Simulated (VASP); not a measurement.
TaC, 2 atoms in the cell. Symmetry: Fm-3m, No. 225, cubic system. Conventional cell: a = 4.563 Å, b = 4.563 Å, c = 4.563 Å, α = 90.00°, β = 90.00°, γ = 90.00°. Within 3.0 Å of Ta (site symmetry m-3m) lie 6 C at 2.28 Å. C (site symmetry m-3m) has 6 Ta at 2.28 Å within 3.0 Å. 

* Program: VASP 6.6.1
* Task: single point
* Functional: PBE
* Potentials or basis: VASP PAW PBE potentials, release 64 (Ta_pv, C)
* Cutoff: 600 eV
* k mesh: 16 × 16 × 16
* Occupations: gaussian, width 0.1 eV
* Spin: no spin polarisation
* Dipole correction: no
* Further INCAR settings: ALGO = Normal; EDIFF = 1e-06; NBANDS = 14

Potentials or basis: VASP PAW PBE potentials, release 64 (Ta_pv, C).

The run is started by

```console
$ cat potpaw_PBE.64/Ta_pv/POTCAR potpaw_PBE.64/C/POTCAR > POTCAR
$ mpirun -np 1 vasp_std > vasp.out
```

Hardware: 1 thread of Intel(R) Xeon(R) 6975P-C (Granite Rapids), with other jobs on the host.

Problem. How long does it take, and how much memory?

Solution. Run time: 24 s on 1 thread of Intel(R) Xeon(R) 6975P-C (Granite Rapids) (shared host), peak memory 0.2 GiB. Counts: scf iterations 12, k points 145.
